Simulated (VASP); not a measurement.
# Ir (Pm-3m) in VASP: further runs

The runs below take Ir through single point, with revPBE.

All numbers are computed with VASP 6.6.1; they aren't measurements. Logs are shortened: lines on timing, memory, paths and dates and some standing lists are left out, and cuts for length are marked.

### 1 The cell of the first run

Symmetry: Pm-3m, No. 221, cubic system. Conventional cell: a = 2.581 Å, b = 2.581 Å, c = 2.581 Å, α = 90.00°, β = 90.00°, γ = 90.00°. Within 3.4 Å of Ir (site symmetry m-3m) lie 6 Ir at 2.58 Å.

### 2 Single point, revPBE

File INCAR:

```
ALGO = Normal
EDIFF = 1E-6
ENCUT = 520
GGA = RE
ISIF = 2
ISMEAR = -1
LASPH = T
LCHARG = F
LREAL = F
LWAVE = F
NBANDS = 10
NELM = 80
PREC = Accurate
SIGMA = 0.1
```

File KPOINTS:

```
k-points
0
Gamma
  14 14 14
```

File POSCAR:

```
Ir
1.0
    2.5813361944      0.0000000000      0.0000000000
    0.0000000000      2.5813361944      0.0000000000
    0.0000000000      0.0000000000      2.5813361944
Ir
1
Direct
    0.0000000000      0.0000000000      0.0000000000
```

Potentials or basis: VASP PAW PBE potentials, release 64 (Ir).

Command:

```sh
cat potpaw_PBE.64/Ir/POTCAR > POTCAR
mpirun -np 1 vasp_std > vasp.out
```

OUTCAR:

```text
EDIFF = 1E-6
   ENCUT = 520
   GGA = RE
   ISIF = 2
   ISMEAR = -1
   LASPH = T
   LREAL = F
   NELM = 80
   PREC = Accurate

 ion  position               nearest neighbor table
   1  0.000  0.000  0.000-

  LATTYP: Found a simple cubic cell.
 ALAT       =     2.5813361944

  Lattice vectors:

 A1 = (   2.5813361944,   0.0000000000,   0.0000000000)
 A2 = (   0.0000000000,   2.5813361944,   0.0000000000)
 A3 = (   0.0000000000,   0.0000000000,   2.5813361944)

Analysis of symmetry for initial positions (statically):
=====================================================================
 Subroutine PRICEL returns:
 Original cell was already a primitive cell.

 Routine SETGRP: Setting up the symmetry group for a
 simple cubic supercell.

 Subroutine GETGRP returns: Found 48 space group operations
 (whereof 48 operations were pure point group operations)
 out of a pool of 48 trial point group operations.

The static configuration has the point symmetry O_h .

Analysis of symmetry for dynamics (positions and initial velocities):
=====================================================================
 Subroutine PRICEL returns:
 Original cell was already a primitive cell.

 Routine SETGRP: Setting up the symmetry group for a
 simple cubic supercell.

 Subroutine GETGRP returns: Found 48 space group operations
 (whereof 48 operations were pure point group operations)
 out of a pool of 48 trial point group operations.

The dynamic configuration has the point symmetry O_h .

 Subroutine INISYM returns: Found 48 space group operations
 (whereof 48 operations are pure point group operations),
 and found     1 'primitive' translations

----------------------------------------------------------------------------------------

                                     Primitive cell

  volume of cell :      17.2002

  direct lattice vectors                    reciprocal lattice vectors
     2.581336194  0.000000000  0.000000000     0.387396265  0.000000000  0.000000000
     0.000000000  2.581336194  0.000000000     0.000000000  0.387396265  0.000000000
     0.000000000  0.000000000  2.581336194     0.000000000  0.000000000  0.387396265

  length of vectors
     2.581336194  2.581336194  2.581336194     0.387396265  0.387396265  0.387396265

  position of ions in fractional coordinates (direct lattice)
     0.000000000  0.000000000  0.000000000

  ion indices of the primitive-cell ions
   primitive index   ion index
                 1           1

----------------------------------------------------------------------------------------

 KPOINTS: k-points

Automatic generation of k-mesh.
 Grid dimensions read from file:
 generate k-points for:   14   14   14

 Generating k-lattice:

  Cartesian coordinates                     Fractional coordinates (reciprocal lattice)
     0.027671162  0.000000000  0.000000000     0.071428571  0.000000000  0.000000000
     0.000000000  0.027671162  0.000000000     0.000000000  0.071428571  0.000000000
     0.000000000  0.000000000  0.027671162     0.000000000  0.000000000  0.071428571

  Length of vectors
     0.027671162  0.027671162  0.027671162

  Shift w.r.t. Gamma in fractional coordinates (k-lattice)
     0.000000000  0.000000000  0.000000000

 Subroutine IBZKPT returns following result:
 ===========================================

 Found    120 irreducible k-points:

 Following reciprocal coordinates:
            Coordinates               Weight
  0.000000  0.000000  0.000000      1.000000
  0.071429  0.000000  0.000000      6.000000
  0.142857  0.000000  0.000000      6.000000
  0.214286  0.000000  0.000000      6.000000
  0.285714  0.000000  0.000000      6.000000
  0.357143  0.000000  0.000000      6.000000
[... 16 lines left out ...]
  0.285714  0.214286  0.000000     24.000000
  0.357143  0.214286  0.000000     24.000000
 [... further k-points ...]
   k-points           NKPTS =    120   k-points in BZ     NKDIM =    120   number of bands    NBANDS=     10
   number of dos      NEDOS =    301   number of ions     NIONS =      1
   total plane-waves  NPLWV =   8000
   dimension x,y,z NGX =    20 NGY =   20 NGZ =   20
   dimension x,y,z NGXF=    40 NGYF=   40 NGZF=   40
   ions per type =               1
   NGX,Y,Z   is equivalent  to a cutoff of  12.88, 12.88, 12.88 a.u.
   NGXF,Y,Z  is equivalent  to a cutoff of  25.76, 25.76, 25.76 a.u.
 SYSTEM =  unknown system
   PREC   = accura    normal or accurate (medium, high low for compatibility)
   ISTART =      0    job   : 0-new  1-cont  2-samecut
   ICHARG =      2    charge: 1-file 2-atom 10-const
   ISPIN  =      1    spin polarized calculation?
   LNONCOLLINEAR =      F non collinear calculations
   LSORBIT =      F    spin-orbit coupling
   LASPH  =      T    aspherical Exc in radial PAW
   ENCUT  =  520.0 eV  38.22 Ry    6.18 a.u.   4.80  4.80  4.80*2*pi/ulx,y,z
   NELM   =     80;   NELMIN=  2; NELMDL= -5     # of ELM steps
   EDIFF  = 0.1E-05   stopping-criterion for ELM
   LREAL  =      F    real-space projection
   EDIFFG = 0.1E-04   stopping-criterion for IOM
   NSW    =      0    number of steps for IOM
   IBRION =     -1    ionic relax: 0-MD 1-quasi-New 2-CG
   NFREE  =      0    steps in history (QN), initial steepest desc. (CG)
   ISIF   =      2    stress and relaxation
   ISYM   =      2    0-nonsym 1-usesym 2-fastsym
   POTIM  = 0.5000    time-step for ionic-motion
   TEBEG  =    0.0;   TEEND  =   0.0 temperature during run
   PSTRESS=    0.0 pullay stress
   NELECT =       9.0000    total number of electrons
   NUPDOWN=      -1.0000    fix difference up-down
   EMIN   =  10.00;   EMAX   =-10.00  energy-range for DOS
   EFERMI =   0.00;   METHOD = LEGACY
   ISMEAR =    -1;   SIGMA  =   0.10  broadening in eV -4-tet -1-fermi 0-gaus
   EFERMI_NEDOS =   21; number of points for ismear=-14 and -15
   IALGO  =     38    algorithm
   IMIX   =      4    mixing-type and parameters
     AMIX     =   0.40;   BMIX     =  1.00
     AMIX_MAG =   1.60;   BMIX_MAG =  1.00
  volume/ion in A,a.u.               =      17.20       116.07
  Fermi-wavevector in a.u.,A,eV,Ry     =   1.319201  2.492929 23.678114  1.740292
  Thomas-Fermi vector in A             =   2.449116
   LORBIT       =      0    0 simple, 1 ext, 2 COOP (PROOUT), +10 PAW based schemes
   GGA     = RE    functional components
   LHFCALC =     F    Hartree Fock is set to
   AEXX    =    0.0000 exact exchange contribution
   IVDW    =     0    specifies the selected vdW correction
   LEPSILON=     F    determine dielectric tensor
   LRPA    =     F    only Hartree local field effects (RPA)
 non-spin polarized calculation
  energy-cutoff  :      520.00
  volume of cell :       17.20
 maximum number of plane-waves:       480
 NGX is ok and might be reduce to    20
   NGX =  9   NGY =  9   NGZ =  9

 number of electron       8.9999999 magnetization

 Free energy of the ion-electron system (eV)
  ---------------------------------------------------
  ext. energy  EPLUGINS =         0.00000000
  ---------------------------------------------------
  free energy    TOTEN  =        -7.38244379 eV

  energy without entropy =       -7.33392613  energy(sigma->0) =       -7.35818496

 E-fermi :   7.3224     XC(G=0): -12.6350

 val. band max:        7.2980095120   @ k =   0.1429   0.1429   0.0714
 cond. band min:       7.3486111654   @ k =   0.5000   0.0714   0.0000
 fundamental gap:      0.0506016533
 Fermi energy:         7.3223600839

 k-point     1 :       0.0000    0.0000    0.0000
  band No.  band energies     occupation
      1      -1.6449      2.00000
      2       1.4920      2.00000
      3       1.4920      2.00000
      4       8.5555      0.00001
      5       8.5555      0.00001
      6       8.5555      0.00001
      7      22.8267      0.00000
      8      22.8267      0.00000
      9      22.8267      0.00000
     10      28.6857      0.00000

 k-point     2 :       0.0714    0.0000    0.0000
  band No.  band energies     occupation
      1      -1.4896      2.00000
      2       1.5242      2.00000
      3       1.6411      2.00000
      4       8.3878      0.00005
      5       8.3878      0.00005
      6       8.5683      0.00001
      7      21.8103      0.00000
      8      23.1175      0.00000
      9      23.1175      0.00000
     10      29.3390      0.00000

 k-point     3 :       0.1429    0.0000    0.0000
  band No.  band energies     occupation
      1      -1.0628      2.00000
      2       1.6157      2.00000
      3       2.0984      2.00000
      4       7.9457      0.00392
      5       7.9457      0.00392
      6       8.6045      0.00001
      7      19.8331      0.00000
      8      23.9180      0.00000
      9      23.9180      0.00000
     10      28.7447      0.00000

 k-point     4 :       0.2143    0.0000    0.0000
  band No.  band energies     occupation
      1      -0.4692      2.00000
      2       1.7513      2.00000
      3       2.8772      2.00000
      4       7.3664      0.78338
      5       7.3664      0.78338
      6       8.6572      0.00000
      7      17.7874      0.00000
      8      25.0618      0.00000
      9      25.0618      0.00000
     10      27.0640      0.00000
[... 222 lines left out ...]
 k-point    22 :       0.2143    0.2143    0.0000
  band No.  band energies     occupation
      1       0.6504      2.00000
      2       2.6358      2.00000
      3       3.5647      2.00000
      4       6.1702      1.99998
      5       7.3963      0.64618
      6       7.6416      0.07891
      7      19.3650      0.00000
      8      19.7325      0.00000
      9      27.2139      0.00000
     10      27.3996      0.00000

 k-point    23 :       0.2857    0.2143    0.0000
  band No.  band energies     occupation
      1       1.1697      2.00000
      2       2.8845      2.00000
      3       4.2223      2.00000
      4       6.0599      1.99999
      5       6.9365      1.95866
      6       7.6268      0.09090
      7      17.4565      0.00000
      8      20.6151      0.00000
      9      26.5287      0.00000
     10      28.7626      0.00000

 k-point    24 :       0.3571    0.2143    0.0000
  band No.  band energies     occupation
      1       1.6124      2.00000
      2       3.0023      2.00000
      3       4.2780      2.00000
      4       6.4839      1.99954
      5       7.0720      1.84872
      6       7.6933      0.04779
      7      15.5809      0.00000
      8      21.6988      0.00000
      9      25.7266      0.00000
     10      29.5317      0.00000

 [... further k-points ...]

------------------------ aborting loop because EDIFF is reached ----------------------------------------

  FORCE on cell =-STRESS in cart. coord.  units (eV):
  Direction    XX          YY          ZZ          XY          YZ          ZX
  --------------------------------------------------------------------------------------
  -------------------------------------------------------------------------------------
  Total       -0.0346739     -0.0346739     -0.0346739     -0.0000000      0.0000000      0.0000000
  in kB       -3.2298307     -3.2298307     -3.2298307     -0.0000000      0.0000000      0.0000000
  external PRESSURE =      -3.2298307 kB  Pullay stress =       0.0000000 kB

 VOLUME and BASIS-vectors are now :
 -----------------------------------------------------------------------------
  energy-cutoff  :      520.00
  volume of cell :       17.20
      direct lattice vectors                 reciprocal lattice vectors
     2.581336194  0.000000000  0.000000000     0.387396265  0.000000000  0.000000000
     0.000000000  2.581336194  0.000000000     0.000000000  0.387396265  0.000000000
     0.000000000  0.000000000  2.581336194     0.000000000  0.000000000  0.387396265

 POSITION                                       TOTAL-FORCE (eV/Angst)
 -----------------------------------------------------------------------------------
      0.00000      0.00000      0.00000         0.000000      0.000000      0.000000
 -----------------------------------------------------------------------------------
    total drift:                                0.000000      0.000000      0.000000

  FREE ENERGIE OF THE ION-ELECTRON SYSTEM (eV)
  ---------------------------------------------------
  free  energy   TOTEN  =        -7.3824437921 eV

  energy  without entropy=       -7.3339261344  energy(sigma->0) =       -7.35818496
```

It took 8.1 s on 1 thread of Intel Xeon Platinum 8375C at 2.90GHz (Ice Lake), shared host; peak memory 0.14 GiB.

Results:

```
Free energy : -7.3824 eV
Pressure    : -0.3 GPa
```

Caveat: the PAW data sets were made with another functional, which shifts forces and pressure a little; spin-orbit coupling is left out, which moves the levels of the heavy elements.

### 3 Single point, revPBE (volume scaled by 1.04)

File INCAR:

```
SYSTEM = Ir
PREC = Accurate ; ENCUT = 520
EDIFF = 1E-7 ; ISMEAR = -1
SIGMA = 0.1 ; LREAL = .False.
LASPH = .True. ; NELM = 80
ALGO = Normal ; ISIF = 2
LWAVE = .False. ; LCHARG = .False.
GGA = RE ; NBANDS = 10
```

File KPOINTS:

```
regular mesh
0
Gamma
  14 14 14
  0 0 0
```

File POSCAR:

```
Ir
1.0
    2.6153050397      0.0000000000      0.0000000000
    0.0000000000      2.6153050397      0.0000000000
    0.0000000000      0.0000000000      2.6153050397
Ir
1
Direct
    0.0000000000      0.0000000000      0.0000000000
```

Potentials or basis: VASP PAW PBE potentials, release 64 (Ir).

Command:

```sh
cat potpaw_PBE.64/Ir/POTCAR > POTCAR
mpirun -np 1 vasp_std > vasp.out
```

OUTCAR:

```text
SYSTEM = Ir
   PREC = Accurate
   ENCUT = 520
   EDIFF = 1E-7
   ISMEAR = -1
   LREAL = .False.
   LASPH = .True.
   NELM = 80
   ISIF = 2
   GGA = RE

 ion  position               nearest neighbor table
   1  0.000  0.000  0.000-

  LATTYP: Found a simple cubic cell.
 ALAT       =     2.6153050397

  Lattice vectors:

 A1 = (   2.6153050397,   0.0000000000,   0.0000000000)
 A2 = (   0.0000000000,   2.6153050397,   0.0000000000)
 A3 = (   0.0000000000,   0.0000000000,   2.6153050397)

Analysis of symmetry for initial positions (statically):
=====================================================================
 Subroutine PRICEL returns:
 Original cell was already a primitive cell.

 Routine SETGRP: Setting up the symmetry group for a
 simple cubic supercell.

 Subroutine GETGRP returns: Found 48 space group operations
 (whereof 48 operations were pure point group operations)
 out of a pool of 48 trial point group operations.

The static configuration has the point symmetry O_h .

Analysis of symmetry for dynamics (positions and initial velocities):
=====================================================================
 Subroutine PRICEL returns:
 Original cell was already a primitive cell.

 Routine SETGRP: Setting up the symmetry group for a
 simple cubic supercell.

 Subroutine GETGRP returns: Found 48 space group operations
 (whereof 48 operations were pure point group operations)
 out of a pool of 48 trial point group operations.

The dynamic configuration has the point symmetry O_h .

 Subroutine INISYM returns: Found 48 space group operations
 (whereof 48 operations are pure point group operations),
 and found     1 'primitive' translations

----------------------------------------------------------------------------------------

                                     Primitive cell

  volume of cell :      17.8882
[... 109 lines left out ...]
  Fermi-wavevector in a.u.,A,eV,Ry     =   1.302067  2.460550 23.067023  1.695378
  Thomas-Fermi vector in A             =   2.433159
   LORBIT       =      0    0 simple, 1 ext, 2 COOP (PROOUT), +10 PAW based schemes
   GGA     = RE    functional components
   LHFCALC =     F    Hartree Fock is set to
   AEXX    =    0.0000 exact exchange contribution
   IVDW    =     0    specifies the selected vdW correction
   LEPSILON=     F    determine dielectric tensor
   LRPA    =     F    only Hartree local field effects (RPA)
 non-spin polarized calculation
  energy-cutoff  :      520.00
  volume of cell :       17.89
 maximum number of plane-waves:       500
 NGX is ok and might be reduce to    20
   NGX =  9   NGY =  9   NGZ =  9

 number of electron       8.9999998 magnetization

 Free energy of the ion-electron system (eV)
  ---------------------------------------------------
  ext. energy  EPLUGINS =         0.00000000
  ---------------------------------------------------
  free energy    TOTEN  =        -7.36286168 eV

  energy without entropy =       -7.31135008  energy(sigma->0) =       -7.33710588

 E-fermi :   6.7835     XC(G=0): -12.4109

 val. band max:        6.7608898443   @ k =   0.1429   0.1429   0.0714
 cond. band min:       6.8221574775   @ k =   0.2143   0.0000   0.0000
 fundamental gap:      0.0612676333
 Fermi energy:         6.7835060492

 k-point     1 :       0.0000    0.0000    0.0000
  band No.  band energies     occupation
      1      -1.8436      2.00000
      2       1.2688      2.00000
      3       1.2688      2.00000
      4       7.9275      0.00002
      5       7.9275      0.00002
      6       7.9275      0.00002
      7      22.0301      0.00000
      8      22.0301      0.00000
      9      22.0301      0.00000
     10      27.6921      0.00000
[... 287 lines left out ...]
 k-point    24 :       0.3571    0.2143    0.0000
  band No.  band energies     occupation
      1       1.3335      2.00000
      2       2.7080      2.00000
      3       3.9035      2.00000
      4       5.9946      1.99925
      5       6.5571      1.81179
      6       7.1248      0.06377
      7      14.7938      0.00000
      8      20.8418      0.00000
      9      24.9695      0.00000
     10      28.5081      0.00000

 [... further k-points ...]

------------------------ aborting loop because EDIFF is reached ----------------------------------------

  FORCE on cell =-STRESS in cart. coord.  units (eV):
  Direction    XX          YY          ZZ          XY          YZ          ZX
  --------------------------------------------------------------------------------------
  -------------------------------------------------------------------------------------
  Total       -0.9595121     -0.9595121     -0.9595121     -0.0000000     -0.0000000      0.0000000
  in kB      -85.9397299    -85.9397299    -85.9397299     -0.0000000     -0.0000000      0.0000000
  external PRESSURE =     -85.9397299 kB  Pullay stress =       0.0000000 kB

 VOLUME and BASIS-vectors are now :
 -----------------------------------------------------------------------------
  energy-cutoff  :      520.00
  volume of cell :       17.89
      direct lattice vectors                 reciprocal lattice vectors
     2.615305040  0.000000000  0.000000000     0.382364575  0.000000000  0.000000000
     0.000000000  2.615305040  0.000000000     0.000000000  0.382364575  0.000000000
     0.000000000  0.000000000  2.615305040     0.000000000  0.000000000  0.382364575

 POSITION                                       TOTAL-FORCE (eV/Angst)
 -----------------------------------------------------------------------------------
      0.00000      0.00000      0.00000         0.000000      0.000000      0.000000
 -----------------------------------------------------------------------------------
    total drift:                               -0.000000      0.000000      0.000000

  FREE ENERGIE OF THE ION-ELECTRON SYSTEM (eV)
  ---------------------------------------------------
  free  energy   TOTEN  =        -7.3628616757 eV

  energy  without entropy=       -7.3113500751  energy(sigma->0) =       -7.33710588
```

stdout:

```text
POSCAR found type information on POSCAR Ir
 POSCAR found :  1 types and       1 ions
 scaLAPACK will be used
 -----------------------------------------------------------------------------
|                                                                             |
|                                                                             |
|     You enforced a specific xc type in the INCAR file but a different       |
|     I HOPE YOU KNOW WHAT YOU ARE DOING!                                     |
|                                                                             |
 -----------------------------------------------------------------------------

 LDA part: xc-table for (Slater+PW92), standard interpolation
 POSCAR, INCAR and KPOINTS ok, starting setup
 FFT: planning ... GRIDC
 FFT: planning ... GRID_SOFT
 FFT: planning ... GRID
 WAVECAR not read
 entering main loop
```

Run time: 9.5 s. Hardware: 1 thread of Intel Xeon Platinum 8375C at 2.90GHz (Ice Lake), shared host; peak memory 0.14 GiB.

What came out:

| Property | Result |
| --- | --- |
| Free energy | -7.3629 eV |
| Pressure | -8.6 GPa |

Caveat: the PAW data sets were made with another functional, which shifts forces and pressure a little; spin-orbit coupling is left out, which moves the levels of the heavy elements.

[end of part 1 of 3]
